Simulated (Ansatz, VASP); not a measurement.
**MoSe: VASP beside Ansatz**

```xyz
4
Lattice="0.0000 2.9564 2.9564 5.9127 2.9564 2.9564 5.9127 5.9127 0.0000" Properties=species:S:1:pos:R:3 pbc="T T T"
Mo    5.9127    5.9127    0.0000
Mo    2.9564    2.9564    0.0000
Se    2.9564    2.9564    2.9564
Se    5.9127    5.9127    2.9564
```

Alike in both runs: task single point; functional PBE; k mesh 12 × 12 × 6; occupations gaussian, width 0.1 eV; collinear spin; Hubbard terms Mo d U = 4.38 eV.

|  | VASP | Ansatz |
| --- | --- | --- |
| version | VASP 6.6.1 | Ansatz 0.2.0 |
| potentials or method | VASP PAW PBE potentials, release 64 (Mo_sv, Se), cutoff 500 eV | scalar-relativistic, plane waves, PAW |
| valence electrons in the cell | 40 | 60 |

```csv
,VASP,Ansatz,Ansatz less VASP
gap on the k mesh at the Fermi level (eV),none,none,-
pressure (GPa),-7.2,-5.8,+1.40
net moment per atom (μB),0.00,0.00,0.000
size of the moment on the site where the two differ most (μB),3.61,3.48,-0.129
```

Site moments also hang on the region over which each program counts them. The programs project onto different local orbitals, so the same U acts differently, and such runs can settle in different states. A gap of «none» marks a metal or a gap that the smearing closes. VASP's potentials hold 40 valence electrons a cell and Ansatz's 60, so a difference there can come from the potentials and not from the codes. Ansatz's warnings: filled band counts differ across k points.
